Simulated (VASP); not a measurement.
# Be16HS16 (a cell with a defect) in VASP: a series of runs, part 2 of 2

VASP 6.6.1. The steps go on from the part before.

## (3) Single point, PBE (with an interstitial atom, then relaxed in part)

Input file INCAR:

```
ALGO     = Normal         # electronic algorithm
EDIFF    = 1E-7           # SCF threshold, eV
ENCUT    = 520            # plane-wave cutoff, eV
GGA      = PE             # functional
ISIF     = 2              # what is computed and relaxed
ISMEAR   = 0              # smearing method
LASPH    = True           # aspherical terms in the spheres
LCHARG   = False          # write CHGCAR
LREAL    = Auto         
LWAVE    = False          # write WAVECAR
NBANDS   = 86             # bands
NELECT   = 128.0        
NELM     = 100            # most SCF steps
PREC     = Accurate       # precision mode
SIGMA    = 0.01           # smearing width, eV
```

Input file KPOINTS:

```
Automatic mesh
0
Gamma
  2 2 2
  0.5 0.5 0.5
```

Input file POSCAR:

```
Be16HS16
1.0
    4.8761188970      4.8761188970      4.8761188970
   -4.8761188970     -4.8761188970      4.8761188970
    4.8761188970     -4.8761188970     -4.8761188970
Be S H
16 16 1
Direct
    0.7516823968      0.2490088984      0.0000000000
   -0.0036194661      0.0000000000      0.0000000000
    0.7483176032      0.4983176032      0.7473265017
    0.0009911016      0.2526734983      0.7509911016
    0.2500000000      0.0000000000      0.7463805339
    0.2500000000      0.7463805339      0.0000000000
    0.4990088984      0.5016823968      0.0000000000
    0.7516823968      0.0000000000      0.2490088984
    0.7483176032      0.7473265017      0.4983176032
   -0.0026734983      0.4983176032      0.4983176032
    0.2500000000      0.2490088984      0.5016823968
    0.4990088984      0.0000000000      0.5016823968
    0.5026734983      0.7509911016      0.7509911016
    0.0009911016      0.7509911016      0.2526734983
    0.2500000000      0.5016823968      0.2490088984
    0.5036194661      0.2536194661      0.2536194661
    0.7500000000      0.2500000000      0.7500000000
    0.0007215371      0.0000000000      0.7507215371
    0.7502763468      0.5002763468      0.5002763468
    0.0000000000      0.2500000000      0.5000000000
    0.2500000000      0.0000000000      0.4997236532
    0.2500000000      0.7507215371      0.7507215371
    0.5000000000      0.5000000000      0.7500000000
    0.7497236532      0.0000000000      0.0000000000
    0.7500000000      0.7500000000      0.2500000000
    0.0000000000      0.5000000000      0.2500000000
    0.2500000000      0.2492784629      0.2492784629
    0.4992784629      0.0000000000      0.2492784629
    0.5000000000      0.7500000000      0.5000000000
    0.0007215371      0.7507215371      0.0000000000
    0.2500000000      0.4997236532      0.0000000000
    0.4992784629      0.2492784629      0.0000000000
    0.2500000000      0.0000000000      0.0000000000
```

Potentials or basis: VASP PAW PBE potentials, release 64 (Be, S, H).

The run is started by

```sh
$ cat potpaw_PBE.64/Be/POTCAR potpaw_PBE.64/S/POTCAR potpaw_PBE.64/H/POTCAR > POTCAR
$ mpirun -np 1 vasp_std > vasp.out
```

OUTCAR:

```text
EDIFF = 1E-7
   ENCUT = 520
   GGA = PE
   ISIF = 2
   ISMEAR = 0
   LASPH = True
   LREAL = Auto
   NELECT = 128.0
   NELM = 100
   PREC = Accurate

 ion  position               nearest neighbor table
   1  0.752  0.249  0.000-  24 2.10  17 2.11  26 2.11  32 2.13
   2  0.996  0.000  0.000-  24 2.08  18 2.12  27 2.12  30 2.12
   3  0.748  0.498  0.747-  19 2.10  17 2.11  23 2.11  30 2.13
[... 427 lines left out ...]
  -------------------------------------------------------------------------------------
  Total       -8.7881763     -8.7881763     -8.7881763     -0.0000000      0.0000000      0.0000000
  in kB      -30.3617284    -30.3617284    -30.3617284     -0.0000000      0.0000000      0.0000000
  external PRESSURE =     -30.3617284 kB  Pullay stress =       0.0000000 kB

 VOLUME and BASIS-vectors are now :
 -----------------------------------------------------------------------------
  energy-cutoff  :      520.00
  volume of cell :      463.75
      direct lattice vectors                 reciprocal lattice vectors
     4.876118897  4.876118897  4.876118897     0.102540568  0.000000000  0.102540568
    -4.876118897 -4.876118897  4.876118897     0.000000000 -0.102540568  0.102540568
     4.876118897 -4.876118897 -4.876118897     0.102540568 -0.102540568  0.000000000

 POSITION                                       TOTAL-FORCE (eV/Angst)
 -----------------------------------------------------------------------------------
      2.45110      2.45110      4.87949         0.000321      0.000321      0.019772
      4.85847      4.85847      4.85847         0.009005      0.009005      0.009005
      4.86308     -2.42502      2.43469        -0.000321      0.000321     -0.019772
      2.43469     -4.88916     -2.42502        -0.019772     -0.000321      0.000321
      4.85847     -2.42041     -2.42041         0.009005     -0.009005     -0.009005
     -2.42041     -2.42041      4.85847        -0.009005     -0.009005      0.009005
[... 25 lines left out ...]
      1.21903      1.21903      3.65005         0.000000      0.000000     -0.013996
      1.21903      1.21903      1.21903         0.000000      0.000000     -0.000000
 -----------------------------------------------------------------------------------
    total drift:                                0.000004     -0.000004      0.000004

  FREE ENERGIE OF THE ION-ELECTRON SYSTEM (eV)
  ---------------------------------------------------
  free  energy   TOTEN  =      -165.5584401775 eV

  energy  without entropy=     -165.5584401775  energy(sigma->0) =     -165.55844018
```

OSZICAR:

```text
N       E                     dE             d eps       ncg     rms          rms(c)
DAV:   1     0.584526736145E+03    0.58453E+03   -0.54831E+04   344   0.130E+03
DAV:   2    -0.105273751415E+03   -0.68980E+03   -0.65202E+03   436   0.229E+02
DAV:   3    -0.166259464222E+03   -0.60986E+02   -0.60460E+02   440   0.775E+01
DAV:   4    -0.168018867923E+03   -0.17594E+01   -0.17539E+01   432   0.152E+01
DAV:   5    -0.168063635051E+03   -0.44767E-01   -0.44717E-01   432   0.242E+00    0.226E+01
DAV:   6    -0.166103078761E+03    0.19606E+01   -0.16756E+00   400   0.358E+00    0.151E+01
DAV:   7    -0.165582836079E+03    0.52024E+00   -0.25793E+00   392   0.431E+00    0.330E+00
DAV:   8    -0.165557034965E+03    0.25801E-01   -0.27708E-01   416   0.165E+00    0.140E+00
DAV:   9    -0.165557325097E+03   -0.29013E-03   -0.44527E-02   408   0.595E-01    0.587E-01
DAV:  10    -0.165558121782E+03   -0.79669E-03   -0.80231E-03   408   0.246E-01    0.122E-01
DAV:  11    -0.165558163293E+03   -0.41511E-04   -0.10304E-03   424   0.106E-01    0.805E-02
DAV:  12    -0.165558393335E+03   -0.23004E-03   -0.40685E-04   424   0.604E-02    0.232E-02
DAV:  13    -0.165558431237E+03   -0.37902E-04   -0.49462E-05   432   0.214E-02    0.305E-02
DAV:  14    -0.165558439179E+03   -0.79420E-05   -0.10592E-05   408   0.983E-03    0.107E-02
DAV:  15    -0.165558439976E+03   -0.79610E-06   -0.75341E-06   472   0.867E-03    0.110E-02
DAV:  16    -0.165558440255E+03   -0.27969E-06   -0.23695E-06   416   0.433E-03    0.103E-02
DAV:  17    -0.165558440177E+03    0.77760E-07   -0.11498E-07   240   0.120E-03
   1 F= -.16555844E+03 E0= -.16555844E+03  d E =-.199920E-12
```

Wall time 4.7 min (1 thread of AMD EPYC 7R13, shared host); peak memory 0.53 GiB.

Results:

| Property | Result |
| --- | --- |
| Free energy | -165.5584 eV |
| Largest force | 0.020 eV/Å |

Forces on the atoms (eV/Å):
```
Be   0.000  0.000  0.020
Be   0.009  0.009  0.009
Be   0.000  0.000 -0.020
Be  -0.020  0.000  0.000
Be   0.009 -0.009 -0.009
Be  -0.009 -0.009  0.009
Be   0.000  0.000  0.020
Be   0.020  0.000  0.000
Be  -0.020  0.000  0.000
Be   0.000  0.020  0.000
Be   0.000 -0.020  0.000
Be   0.020  0.000  0.000
Be   0.000  0.020  0.000
Be   0.000  0.000 -0.020
Be   0.000 -0.020  0.000
Be  -0.009  0.009 -0.009
S    0.000  0.000  0.000
S    0.014  0.000  0.000
S    0.003 -0.003  0.003
S    0.000  0.000  0.000
S   -0.003  0.003  0.003
S    0.000 -0.014  0.000
S    0.000  0.000  0.000
S   -0.003 -0.003 -0.003
S    0.000  0.000  0.000
S    0.000  0.000  0.000
S    0.000  0.014  0.000
S   -0.014  0.000  0.000
S    0.000  0.000  0.000
S    0.000  0.000  0.014
S    0.003  0.003 -0.003
S    0.000  0.000 -0.014
H    0.000  0.000  0.000
```

Levels at points of the mesh, in eV from the Fermi level:
```
           k point  band 62  band 63  band 64  band 65  band 66  band 67
(0.25, 0.25, 0.25)    -0.05    -0.05    -0.05     0.92     5.22     5.22
```

Caveat: the cell carries a net charge on a neutralising background, which shifts energy and pressure; the cell differs from its parent crystal (with an interstitial atom, then relaxed in part); the cell is charged against a uniform background, so pressure and absolute levels hang on convention.

## (4) Single point, PBE (with an interstitial atom, then relaxed in part)

Input file INCAR:

```
PREC = Accurate ; ENCUT = 520
EDIFF = 1E-6 ; ISMEAR = 0
SIGMA = 0.01 ; LREAL = Auto
LASPH = True ; NELM = 60
ALGO = Normal ; ISIF = 2
LWAVE = False ; LCHARG = False
GGA = PE ; NBANDS = 86
NELECT = 130.0
```

KPOINTS is that of step 3.

Input file POSCAR:

```
Be16HS16
1.0
    4.8761188970      4.8761188970      4.8761188970
   -4.8761188970     -4.8761188970      4.8761188970
    4.8761188970     -4.8761188970     -4.8761188970
Be S H
16 16 1
Direct
    0.7532724509      0.2484305837      0.0000000000
    0.0357065062      0.0000000000      0.0000000000
    0.7467275491      0.4967275491      0.7451581327
    0.0015694163      0.2548418673      0.7515694163
    0.2500000000      0.0000000000      0.7857065062
    0.2500000000      0.7857065062      0.0000000000
    0.4984305837      0.5032724509      0.0000000000
    0.7532724509      0.0000000000      0.2484305837
    0.7467275491      0.7451581327      0.4967275491
   -0.0048418673      0.4967275491      0.4967275491
    0.2500000000      0.2484305837      0.5032724509
    0.4984305837      0.0000000000      0.5032724509
    0.5048418673      0.7515694163      0.7515694163
    0.0015694163      0.7515694163      0.2548418673
    0.2500000000      0.5032724509      0.2484305837
    0.4642934938      0.2142934938      0.2142934938
    0.7500000000      0.2500000000      0.7500000000
   -0.0092238555      0.0000000000      0.7407761445
    0.7459366916      0.4959366916      0.4959366916
    0.0000000000      0.2500000000      0.5000000000
    0.2500000000      0.0000000000      0.5040633084
    0.2500000000      0.7407761445      0.7407761445
    0.5000000000      0.5000000000      0.7500000000
    0.7540633084      0.0000000000      0.0000000000
    0.7500000000      0.7500000000      0.2500000000
    0.0000000000      0.5000000000      0.2500000000
    0.2500000000      0.2592238555      0.2592238555
    0.5092238555      0.0000000000      0.2592238555
    0.5000000000      0.7500000000      0.5000000000
   -0.0092238555      0.7407761445      0.0000000000
    0.2500000000      0.5040633084      0.0000000000
    0.5092238555      0.2592238555      0.0000000000
    0.2500000000      0.0000000000      0.0000000000
```

The run is started by

```sh
$ cat potpaw_PBE.64/Be/POTCAR potpaw_PBE.64/S/POTCAR potpaw_PBE.64/H/POTCAR > POTCAR
$ mpirun -np 1 vasp_std > vasp.out
```

Wall time 4.2 min (1 thread of AMD EPYC 7R13, shared host); peak memory 0.52 GiB.

Results (log left out):

| Item | Value |
| --- | --- |
| Free energy | -155.7098 eV |
| Largest force | 0.025 eV/Å |

Forces on the atoms (eV/Å):
```
Be   0.001  0.001 -0.009
Be   0.008  0.008  0.008
Be  -0.001  0.001  0.009
Be   0.009 -0.001  0.001
Be   0.008 -0.008 -0.008
Be  -0.008 -0.008  0.008
Be  -0.001 -0.001 -0.009
Be  -0.009  0.001  0.001
Be   0.009  0.001 -0.001
Be  -0.001 -0.009 -0.001
Be   0.001  0.009 -0.001
Be  -0.009 -0.001 -0.001
Be   0.001 -0.009  0.001
Be   0.001 -0.001  0.009
Be  -0.001  0.009  0.001
Be  -0.008  0.008 -0.008
S    0.000  0.000  0.000
S   -0.011  0.000  0.000
S   -0.014  0.014 -0.014
S    0.000  0.000  0.000
S    0.014 -0.014 -0.014
S    0.000  0.011  0.000
S    0.000  0.000  0.000
S    0.014  0.014  0.014
S    0.000  0.000  0.000
S    0.000  0.000  0.000
S    0.000 -0.011  0.000
S    0.011  0.000  0.000
S    0.000  0.000  0.000
S    0.000  0.000 -0.011
S   -0.014 -0.014  0.014
S    0.000  0.000  0.011
H    0.000  0.000  0.000
```

Levels at points of the mesh, in eV from the Fermi level:
| k point | band 62 | band 63 | band 64 | band 65 | band 66 | band 67 | band 68 | band 69 |
| --- | --- | --- | --- | --- | --- | --- | --- | --- |
| (0.25, 0.25, 0.25) | -1.01 | -1.01 | -1.01 | -0.23 | 3.89 | 3.89 | 3.89 | 4.02 |

Caveat: the cell carries a net charge on a neutralising background, which shifts energy and pressure; the cell differs from its parent crystal (with an interstitial atom, then relaxed in part); the cell is charged against a uniform background, so pressure and absolute levels hang on convention.
